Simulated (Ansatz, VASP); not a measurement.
## CsSnBr3 in VASP and in Ansatz

```
Cs Sn Br
1.0
     5.84109    0.00000    0.00000
     0.00000    5.84109    0.00000
     0.00000    0.00000    5.84109
Cs Sn Br
1 1 3
Direct
  0.00000 0.00000 0.00000
  0.50000 0.50000 0.50000
  0.50000 0.00000 0.50000
  0.50000 0.50000 0.00000
  0.00000 0.50000 0.50000
```

Alike in both runs: task single point; functional HSE06; k mesh 2 × 2 × 2; no spin polarisation.

|  | VASP | Ansatz |
| --- | --- | --- |
| version | VASP 6.6.1 | Ansatz 0.2.0 |
| potentials or method | VASP PAW PBE potentials, release 64 (Cs_sv, Sn_d, Br) | plane waves, PAW |
| plane-wave cutoff (eV) | 400 | 420 |
| occupations | gaussian, width 0.01 eV | fixed |
| valence electrons in the cell | 44 | 44 |

Ansatz gave:

* gap on the k mesh at the Fermi level (eV): 1.07
* pressure (GPa): 1.8

Problem. Estimate VASP's values.

Solution. gap on the k mesh at the Fermi level (eV): 1.08; pressure (GPa): 1.7.

Ansatz's warnings: stress exchange threshold loose, stress scf threshold loose.

The k mesh is coarse, so the values compare programs but aren't converged. Neither program's run includes spin-orbit coupling.
